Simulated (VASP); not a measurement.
A run of VASP 6.6.1 is set up as follows.

File INCAR:

```
  ALGO = Normal
  EDIFF = 1E-6
  ENCUT = 520
  GGA = CA
  ISIF = 2
  ISMEAR = 0
  LASPH = T
  LCHARG = T
  LELF = T
  LREAL = F
  LVHAR = T
  LWAVE = F
  NBANDS = 16
  NELM = 100
  PREC = Accurate
  SIGMA = 0.01
```

KPOINTS

```
k-points
0
Gamma
  8 8 8
```

The input POSCAR:

```
ZnO
1.0
    0.0000000000      2.1337703831      2.1337703831
    2.1337703831      0.0000000000      2.1337703831
    2.1337703831      2.1337703831      0.0000000000
Zn O
1 1
Direct
    0.0000000000      0.0000000000      0.0000000000
    0.5000000000      0.5000000000      0.5000000000
```

Potentials or basis: VASP PAW LDA potentials, release 64 (Zn, O).

Launch:

```sh
$ cat potpaw_LDA.64/Zn/POTCAR potpaw_LDA.64/O/POTCAR > POTCAR
$ mpirun -np 1 vasp_std > vasp.out
```

Question: Estimate the pressure.

Answer: -6.0 GPa.

Question: Estimate the band gap on the k mesh.

Answer: 0.92 eV (least direct gap 2.31 eV).

Caveat: the cell stands under tension. A k mesh can miss the band edges.
